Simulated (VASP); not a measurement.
Wanted: the native input for a VASP 6.6.1 run.

```yaml
Task: single point
Functional: PBE
Potentials_or_basis: VASP PAW PBE potentials, release 64 (Zr_sv, N)
Cutoff: 520 eV
k_mesh: 2 × 2 × 1
Occupations: fermi-dirac, width 0.05 eV
Spin: no spin polarisation
Dipole_correction: no
Further_INCAR_settings: ALGO = Normal; EDIFF = 1e-07; NBANDS = 63
```

The structure of ZrN lies in POSCAR:

```
ZrN
1.0
    5.5581880000      0.0000000000      0.0000000000
   -2.7790940000      5.7455070000      0.0000000000
    0.0000000000      0.0000000000     16.2295670000
Zr N
6 6
Direct
    0.3396954401      0.2728914959      0.1205454218
    0.2158954773      0.7651370018      0.0858001942
    0.8445600238      0.3478196093      0.2082557101
    0.7641339776      0.8370714717      0.1604910347
    0.4302225599      0.4563565931      0.2990221489
    0.2481622743      0.9119995851      0.2582632057
    0.0000000000      0.0000000000      0.0616159384
    0.7752427545      0.5280299893      0.1058068894
    0.5230314233      0.0581149758      0.1468739123
    0.2869358586      0.5654157240      0.1846013513
    0.0548337867      0.1182315155      0.2423293240
    0.8426849762      0.6240528469      0.2796131283
```

These files were run (other wordings do the same):

INCAR

```
SYSTEM = ZrN
PREC = Accurate
ENCUT = 520
EDIFF = 1E-7
ISMEAR = -1
SIGMA = 0.05
LREAL = .FALSE.
LASPH = .TRUE.
NELM = 60
ALGO = Normal
ISIF = 2
LWAVE = .FALSE.
LCHARG = .TRUE.
GGA = PE
LELF = .TRUE.
LVHAR = .TRUE.
NBANDS = 63
```

KPOINTS

```
regular mesh
0
G
  2 2 1
  0 0 0
```

Potentials or basis: VASP PAW PBE potentials, release 64 (Zr_sv, N).

Command:

```bash
$ cat potpaw_PBE.64/Zr_sv/POTCAR potpaw_PBE.64/N/POTCAR > POTCAR
$ mpirun -np 1 vasp_std > vasp.out
```

Results of the run:

| Quantity | Value |
| --- | --- |
| Largest force | 2.780 eV/Å |
| Band gap on the k mesh | 0.17 eV |

Caveat: the k points lie up to 0.63 Å⁻¹ apart; there is no dipole correction, which matters where the two faces differ.

It took 4.7 min on 1 thread of Intel(R) Xeon(R) Platinum 8559C (Emerald Rapids), on a shared host, peak memory 0.55 GiB.
